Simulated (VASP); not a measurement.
# Ti (P6/mmm) in VASP: single point with r2SCAN

Aim: the single point of Ti with r2SCAN.

All numbers are computed with VASP 6.6.1; they aren't measurements. Logs are shortened: lines on timing, memory, paths and dates and some standing lists are left out, and cuts for length are marked.

## Step 1: The cell of the first run

The structure is hexagonal, space group P6/mmm (No. 191). Conventional cell: a = 4.568 Å, b = 4.568 Å, c = 2.825 Å, α = 90.00°, β = 90.00°, γ = 120.00°. Ti (site symmetry 6/mmm) has 14 Ti at 2.82 to 2.99 Å within 3.7 Å. Ti (site symmetry -6m2) has 11 Ti at 2.64 to 2.99 Å within 3.5 Å.

## Step 2: Single point, r2SCAN

Input file POSCAR:

```
Ti
1.0
    4.5680217087      0.0000000029      0.0000000000
   -2.2840108568      3.9560228433      0.0000000000
    0.0000000000      0.0000000000      2.8245629479
Ti
3
Direct
    0.0000000000      0.0000000000      0.0000000000
    0.3333333333      0.6666666667      0.5000000000
    0.6666666667      0.3333333333      0.5000000000
```

Input file INCAR.step1:

```
PREC = Accurate
ENCUT = 520
ISMEAR = 0
SIGMA = 0.1
LREAL = F
LASPH = T
NELM = 100
NBANDS = 25
GGA = PE
ALGO = Normal
EDIFF = 1E-4
LWAVE = T
LCHARG = F
```

Input file INCAR.step2:

```
PREC = Accurate
ENCUT = 520
EDIFF = 1E-6
ISMEAR = 0
SIGMA = 0.1
LREAL = F
LASPH = T
NELM = 100
ALGO = Normal
ISIF = 2
LWAVE = F
LCHARG = F
METAGGA = R2SCAN
LMIXTAU = T
NBANDS = 25
ISTART = 1
```

Input file KPOINTS:

```
regular mesh
0
Gamma
  12 12 14
```

Potentials or basis: VASP PAW PBE potentials, release 64 (Ti_sv).

Command:

```sh
cat potpaw_PBE.64/Ti_sv/POTCAR > POTCAR
cp INCAR.step1 INCAR
mpirun -np 1 vasp_std > vasp.out
cp INCAR.step2 INCAR
mpirun -np 1 vasp_std > vasp.out
```

OUTCAR:

```text
PREC = Accurate
   ENCUT = 520
   EDIFF = 1E-6
   ISMEAR = 0
   LREAL = F
   LASPH = T
   NELM = 100
   ISIF = 2
   METAGGA = R2SCAN
   ISTART = 1

 ion  position               nearest neighbor table
   1  0.000  0.000  0.000-
   2  0.333  0.667  0.500-   3 2.64   3 2.64   3 2.64
   3  0.667  0.333  0.500-   2 2.64   2 2.64   2 2.64

  LATTYP: Found a hexagonal cell.
 ALAT       =     4.5680217087
 C/A-ratio  =     0.6183339590

  Lattice vectors:

 A1 = (   4.5680217087,   0.0000000029,   0.0000000000)
 A2 = (  -2.2840108568,   3.9560228433,   0.0000000000)
 A3 = (   0.0000000000,   0.0000000000,   2.8245629479)

Analysis of symmetry for initial positions (statically):
=====================================================================
 Subroutine PRICEL returns:
 Original cell was already a primitive cell.

 Routine SETGRP: Setting up the symmetry group for a
 hexagonal supercell.

 Subroutine GETGRP returns: Found 24 space group operations
 (whereof 24 operations were pure point group operations)
 out of a pool of 24 trial point group operations.

The static configuration has the point symmetry D_6h.

Analysis of symmetry for dynamics (positions and initial velocities):
=====================================================================
 Subroutine PRICEL returns:
 Original cell was already a primitive cell.

 Routine SETGRP: Setting up the symmetry group for a
 hexagonal supercell.

 Subroutine GETGRP returns: Found 24 space group operations
 (whereof 24 operations were pure point group operations)
 out of a pool of 24 trial point group operations.

The dynamic configuration has the point symmetry D_6h.

 Subroutine INISYM returns: Found 24 space group operations
 (whereof 24 operations are pure point group operations),
 and found     1 'primitive' translations

----------------------------------------------------------------------------------------

                                     Primitive cell

  volume of cell :      51.0432

  direct lattice vectors                    reciprocal lattice vectors
     4.568021709  0.000000003  0.000000000     0.218913145  0.126389563  0.000000000
    -2.284010857  3.956022843  0.000000000    -0.000000000  0.252779127  0.000000000
     0.000000000  0.000000000  2.824562948     0.000000000  0.000000000  0.354037074

  length of vectors
     4.568021709  4.568021709  2.824562948     0.252779127  0.252779127  0.354037074

  position of ions in fractional coordinates (direct lattice)
     0.000000000  0.000000000  0.000000000
     0.333333333  0.666666667  0.500000000
     0.666666667  0.333333333  0.500000000

  ion indices of the primitive-cell ions
   primitive index   ion index
                 1           1
                 2           2
                 3           3

----------------------------------------------------------------------------------------

 KPOINTS: regular mesh

Automatic generation of k-mesh.
 Grid dimensions read from file:
 generate k-points for:   12   12   14

 Generating k-lattice:

  Cartesian coordinates                     Fractional coordinates (reciprocal lattice)
     0.018242762  0.010532464  0.000000000     0.083333333 -0.000000000  0.000000000
    -0.000000000  0.021064927  0.000000000    -0.000000000  0.083333333  0.000000000
     0.000000000  0.000000000  0.025288362     0.000000000  0.000000000  0.071428571

  Length of vectors
     0.021064927  0.021064927  0.025288362

  Shift w.r.t. Gamma in fractional coordinates (k-lattice)
     0.000000000  0.000000000  0.000000000

 Subroutine IBZKPT returns following result:
 ===========================================

 Found    152 irreducible k-points:

 Following reciprocal coordinates:
            Coordinates               Weight
  0.000000  0.000000  0.000000      1.000000
  0.083333  0.000000  0.000000      6.000000
  0.166667  0.000000  0.000000      6.000000
  0.250000 -0.000000  0.000000      6.000000
  0.333333 -0.000000  0.000000      6.000000
  0.416667 -0.000000  0.000000      6.000000
[... 16 lines left out ...]
  0.250000 -0.000000  0.071429     12.000000
  0.333333 -0.000000  0.071429     12.000000
 [... further k-points ...]
   k-points           NKPTS =    152   k-points in BZ     NKDIM =    152   number of bands    NBANDS=     25
   number of dos      NEDOS =    301   number of ions     NIONS =      3
   total plane-waves  NPLWV =  31104
   dimension x,y,z NGX =    36 NGY =   36 NGZ =   24
   dimension x,y,z NGXF=    72 NGYF=   72 NGZF=   48
   ions per type =               3
   NGX,Y,Z   is equivalent  to a cutoff of  13.10, 13.10, 14.13 a.u.
   NGXF,Y,Z  is equivalent  to a cutoff of  26.20, 26.20, 28.25 a.u.
 SYSTEM =  unknown system
   PREC   = accura    normal or accurate (medium, high low for compatibility)
   ISTART =      1    job   : 0-new  1-cont  2-samecut
   ICHARG =      0    charge: 1-file 2-atom 10-const
   ISPIN  =      1    spin polarized calculation?
   LNONCOLLINEAR =      F non collinear calculations
   LSORBIT =      F    spin-orbit coupling
   LASPH  =      T    aspherical Exc in radial PAW
   ENCUT  =  520.0 eV  38.22 Ry    6.18 a.u.   8.49  8.49  5.25*2*pi/ulx,y,z
   NELM   =    100;   NELMIN=  2; NELMDL=  0     # of ELM steps
   EDIFF  = 0.1E-05   stopping-criterion for ELM
   LREAL  =      F    real-space projection
   EDIFFG = 0.1E-04   stopping-criterion for IOM
   NSW    =      0    number of steps for IOM
   IBRION =     -1    ionic relax: 0-MD 1-quasi-New 2-CG
   NFREE  =      0    steps in history (QN), initial steepest desc. (CG)
   ISIF   =      2    stress and relaxation
   ISYM   =      2    0-nonsym 1-usesym 2-fastsym
   POTIM  = 0.5000    time-step for ionic-motion
   TEBEG  =    0.0;   TEEND  =   0.0 temperature during run
   PSTRESS=    0.0 pullay stress
   NELECT =      36.0000    total number of electrons
   NUPDOWN=      -1.0000    fix difference up-down
   EMIN   =  10.00;   EMAX   =-10.00  energy-range for DOS
   EFERMI =   0.00;   METHOD = LEGACY
   ISMEAR =     0;   SIGMA  =   0.10  broadening in eV -4-tet -1-fermi 0-gaus
   EFERMI_NEDOS =   21; number of points for ismear=-14 and -15
   IALGO  =     38    algorithm
   IMIX   =      4    mixing-type and parameters
     AMIX     =   0.40;   BMIX     =  1.00
     AMIX_MAG =   1.60;   BMIX_MAG =  1.00
  volume/ion in A,a.u.               =      17.01       114.82
  Fermi-wavevector in a.u.,A,eV,Ry     =   1.457235  2.753775 28.892432  2.123534
  Thomas-Fermi vector in A             =   2.574060
   LORBIT       =      0    0 simple, 1 ext, 2 COOP (PROOUT), +10 PAW based schemes
   METAGGA = R2SCAN    functional components
   LHFCALC =     F    Hartree Fock is set to
   AEXX    =    0.0000 exact exchange contribution
   IVDW    =     0    specifies the selected vdW correction
   LEPSILON=     F    determine dielectric tensor
   LRPA    =     F    only Hartree local field effects (RPA)
 non-spin polarized calculation
 Gauss-broadening in eV      SIGMA  =   0.10
  energy-cutoff  :      520.00
  volume of cell :       51.04
 maximum number of plane-waves:      1414
 NGX is ok and might be reduce to    36
   NGX = 17   NGY = 17   NGZ = 11

 number of electron      35.9999989 magnetization

 Free energy of the ion-electron system (eV)
  ---------------------------------------------------
  ext. energy  EPLUGINS =         0.00000000
  ---------------------------------------------------
  free energy    TOTEN  =       -38.90499506 eV

  energy without entropy =      -38.89458917  energy(sigma->0) =      -38.89979212

 E-fermi :   8.5062     XC(G=0): -12.5055

 val. band max:        8.5008274396   @ k =   0.4167  -0.0000   0.0714
 cond. band min:       8.5095873347   @ k =   0.4167   0.0833   0.1429
 fundamental gap:      0.0087598950
 Fermi energy:         8.5061817819

 k-point     1 :       0.0000    0.0000    0.0000
  band No.  band energies     occupation
      1     -50.7497      2.00000
      2     -50.4973      2.00000
      3     -50.3292      2.00000
      4     -26.0172      2.00000
      5     -26.0171      2.00000
      6     -25.9426      2.00000
[... 17 lines left out ...]
     24      10.4636      0.00000
     25      10.6001      0.00000

 k-point     2 :       0.0833    0.0000    0.0000
  band No.  band energies     occupation
      1     -50.7485      2.00000
      2     -50.4957      2.00000
      3     -50.3321      2.00000
      4     -26.0499      2.00000
      5     -26.0440      2.00000
      6     -25.9091      2.00000
[... 17 lines left out ...]
     24      10.3066      0.00000
     25      10.8051      0.00000

 k-point     3 :       0.1667    0.0000    0.0000
  band No.  band energies     occupation
      1     -50.7454      2.00000
      2     -50.4908      2.00000
      3     -50.3404      2.00000
      4     -26.1000      2.00000
      5     -26.0705      2.00000
      6     -25.8572      2.00000
[... 17 lines left out ...]
     24      10.1861      0.00000
     25      11.0597      0.00000

 k-point     4 :       0.2500   -0.0000    0.0000
  band No.  band energies     occupation
      1     -50.7412      2.00000
      2     -50.4826      2.00000
      3     -50.3532      2.00000
      4     -26.1451      2.00000
      5     -26.0730      2.00000
      6     -25.8095      2.00000
[... 17 lines left out ...]
     24      10.4490      0.00000
     25      11.3173      0.00000
[... 477 lines left out ...]
 k-point    22 :       0.1667    0.0000    0.0714
  band No.  band energies     occupation
      1     -50.7420      2.00000
      2     -50.4885      2.00000
      3     -50.3376      2.00000
      4     -26.0932      2.00000
      5     -26.0648      2.00000
      6     -25.8560      2.00000
[... 17 lines left out ...]
     24      10.2232      0.00000
     25      11.1359      0.00000

 k-point    23 :       0.2500   -0.0000    0.0714
  band No.  band energies     occupation
      1     -50.7380      2.00000
      2     -50.4801      2.00000
      3     -50.3504      2.00000
      4     -26.1375      2.00000
      5     -26.0679      2.00000
      6     -25.8098      2.00000
[... 17 lines left out ...]
     24      10.4304      0.00000
     25      11.4048      0.00000

 k-point    24 :       0.3333   -0.0000    0.0714
  band No.  band energies     occupation
      1     -50.7341      2.00000
      2     -50.4688      2.00000
      3     -50.3659      2.00000
      4     -26.1718      2.00000
      5     -26.0463      2.00000
      6     -25.7734      2.00000
[... 17 lines left out ...]
     24      10.7524      0.00000
     25      11.3286      0.00000

 [... further k-points ...]
[... 5 lines left out ...]
  --------------------------------------------------------------------------------------
  -------------------------------------------------------------------------------------
  Total        0.1046640      0.1046640      0.0866422      0.0000000      0.0000000      0.0000000
  in kB        3.2852590      3.2852590      2.7195793      0.0000000      0.0000000      0.0000000
  external PRESSURE =       3.0966991 kB  Pullay stress =       0.0000000 kB

 VOLUME and BASIS-vectors are now :
 -----------------------------------------------------------------------------
  energy-cutoff  :      520.00
  volume of cell :       51.04
      direct lattice vectors                 reciprocal lattice vectors
     4.568021709  0.000000003  0.000000000     0.218913145  0.126389563  0.000000000
    -2.284010857  3.956022843  0.000000000    -0.000000000  0.252779127  0.000000000
     0.000000000  0.000000000  2.824562948     0.000000000  0.000000000  0.354037074

 POSITION                                       TOTAL-FORCE (eV/Angst)
 -----------------------------------------------------------------------------------
      0.00000      0.00000      0.00000         0.000000      0.000000      0.000000
     -0.00000      2.63735      1.41228         0.000000     -0.000000     -0.000000
      2.28401      1.31867      1.41228        -0.000000      0.000000      0.000000
 -----------------------------------------------------------------------------------
    total drift:                                0.000000      0.000000     -0.000000

  FREE ENERGIE OF THE ION-ELECTRON SYSTEM (eV)
  ---------------------------------------------------
  free  energy   TOTEN  =       -38.9049950592 eV

  energy  without entropy=      -38.8945891733  energy(sigma->0) =      -38.89979212
```

Run time: 9.2 min. Hardware: 1 thread of Intel Xeon Platinum 8259CL at 2.50GHz (Skylake/Cascade Lake), shared host; peak memory 0.28 GiB.

What came out:

- Free energy: -38.9050 eV
- Pressure: 0.3 GPa
- Band gap on the k mesh: zero (band 18 reaches 8.68 eV, above the bottom of band 19 at 8.46 eV)

Levels at points of the mesh, in eV from the Fermi level:
```tsv
k point	band 15	band 16	band 17	band 18	band 19	band 20	band 21	band 22
(0.00, 0.00, 0.00)	-0.80	-0.80	-0.77	-0.77	0.02	0.82	1.44	1.44
(0.50, 0.00, 0.00)	-2.77	-0.42	-0.35	-0.35	0.09	0.63	0.94	1.16
(0.00, 0.00, 0.50)	-2.20	-1.98	-1.79	-1.79	1.14	1.14	1.39	1.39
(0.50, 0.00, 0.50)	-1.82	-1.28	-0.85	-0.75	0.46	0.92	0.92	1.16
```

Caveat: the PAW data sets were made with another functional, which shifts forces and pressure a little.
